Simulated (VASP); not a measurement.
Wanted: the native input for a VASP 6.6.1 run.

```
Task                   : relaxation of cell and atoms
Functional             : PBE
Potentials or basis    : VASP PAW PBE potentials, release 64 (Ti_sv, Si)
Cutoff                 : 600 eV
k mesh                 : 6 × 6 × 6
Occupations            : gaussian, width 0.1 eV
Spin                   : no spin polarisation
Dipole correction      : no
Further INCAR settings : ALGO = Normal; EDIFF = 1e-06; IBRION = 2; EDIFFG = -0.01; NSW = 100; ISIF = 3
```

The structure of Ti2Si3 lies in POSCAR:

```
Ti2Si3
1.0
    5.8660014817      0.0000000000      0.0000000000
    0.0000000000      5.8660014817      0.0000000000
    0.0000000000      0.0000000000      5.8660014817
Ti Si
4 6
Direct
    0.2500000000      0.2500000000      0.2500000000
    0.2500000000      0.7500000000      0.7500000000
    0.7500000000      0.7500000000      0.2500000000
    0.7500000000      0.2500000000      0.7500000000
    0.0000000000      0.5000000000      0.5000000000
    0.0000000000      0.5000000000      0.0000000000
    0.5000000000      0.0000000000      0.5000000000
    0.0000000000      0.0000000000      0.5000000000
    0.5000000000      0.0000000000      0.0000000000
    0.5000000000      0.5000000000      0.0000000000
```

The cell was generated, and may not be a known phase.

One way to write it, as run:

INCAR

```
PREC = Accurate ; ENCUT = 600
EDIFF = 1E-6 ; ISMEAR = 0
SIGMA = 0.1 ; LREAL = False
LASPH = True ; NELM = 80
ALGO = Normal ; ISIF = 3
LWAVE = False ; LCHARG = False
GGA = PE ; IBRION = 2
NSW = 100 ; EDIFFG = -0.01
```

KPOINTS

```
Automatic mesh
0
Gamma
  6 6 6
```

Potentials or basis: VASP PAW PBE potentials, release 64 (Ti_sv, Si).

Run with:

```bash
$ cat potpaw_PBE.64/Ti_sv/POTCAR potpaw_PBE.64/Si/POTCAR > POTCAR
$ mpirun -np 1 vasp_std > vasp.out
```

Results of the run:

The relaxed volume is 20.14 Å³/atom, the relaxed cell is a = 5.861 Å, b = 5.861 Å, c = 5.861 Å, α = 90.00°, β = 90.00°, γ = 90.00° and the space group after relaxing (to 0.1 Å) is Pn-3m (No. 224). The energy gained by relaxing is 0.0 meV/atom. The ionic steps are 3 and the pressure after relaxing is 0.0 GPa. The band gap on the k mesh is zero (bands 36 and 37 overlap by 0.84 eV).

Run time: 9.4 min on 1 thread of Intel Xeon 8259CL, with other jobs on the host, peak memory 0.44 GiB.
